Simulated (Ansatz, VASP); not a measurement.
Two plane-wave programs on Rh

File INCAR:

```
PREC = Accurate ; ENCUT = 520
EDIFF = 1E-6 ; ISMEAR = 0
SIGMA = 0.15 ; LREAL = False
LASPH = True ; NELM = 100
ALGO = Fast ; ISIF = 2
LWAVE = False ; LCHARG = False
GGA = PE ; NBANDS = 22
```

KPOINTS

```
Automatic mesh
0
Gamma
  18 18 12
```

File POSCAR:

```
Rh
1.0
    0.0000000000     -1.9015500000     -1.9015500000
    0.0000000000      1.9015500000     -1.9015500000
    3.8031000000      0.0000000000      0.0000000000
Rh
2
Direct
    0.5000000000      0.5000000000      0.4901396229
    0.0000000000      0.0000000000      0.0098603771
```

Input for Ansatz:

```yaml
crystal:
  lattice:
    - [0.0, -1.90155, -1.90155]
    - [0.0, 1.90155, -1.90155]
    - [3.8031, 0.0, 0.0]
  atoms:
    - { symbol: Rh, position: [0.5, 0.5, 0.4901396229] }
    - { symbol: Rh, position: [0.0, 0.0, 0.0098603771] }
basis:
  ecutwfc: 420
kpoints:
  mp_grid: { grid: [18, 18, 12] }
hamiltonian:
  xc: pbe
scf:
  occupations: { method: gaussian, width: 0.15 }
output:
  forces: true
  stress: true
  eigenvalues: true
```

Change from the starting cell: mode 6 (233.9 1/cm) frozen in, largest displacement +0.037 Å.

Alike in both runs: task single point; functional PBE; k mesh 18 × 18 × 12; occupations gaussian, width 0.15 eV; no spin polarisation.

```csv
,VASP,Ansatz
version,VASP 6.6.1,Ansatz 0.2.0
potentials or method,"VASP PAW PBE potentials, release 64 (Rh_pv), cutoff 520 eV","scalar-relativistic, plane waves, PAW"
valence electrons in the cell,30,34
```

```csv
,VASP,Ansatz,Ansatz less VASP
gap on the k mesh at the Fermi level (eV),none,none,-
pressure (GPa),6.7,6.6,-0.11
rms of the force components (eV/Å),0.456,0.455,-0.0015
```

Atom by atom the forces differ by 0.001 eV/Å (rms over components). A gap of «none» marks a metal or a gap that the smearing closes. VASP's potentials hold 30 valence electrons a cell and Ansatz's 34, so a difference there can come from the potentials and not from the codes.
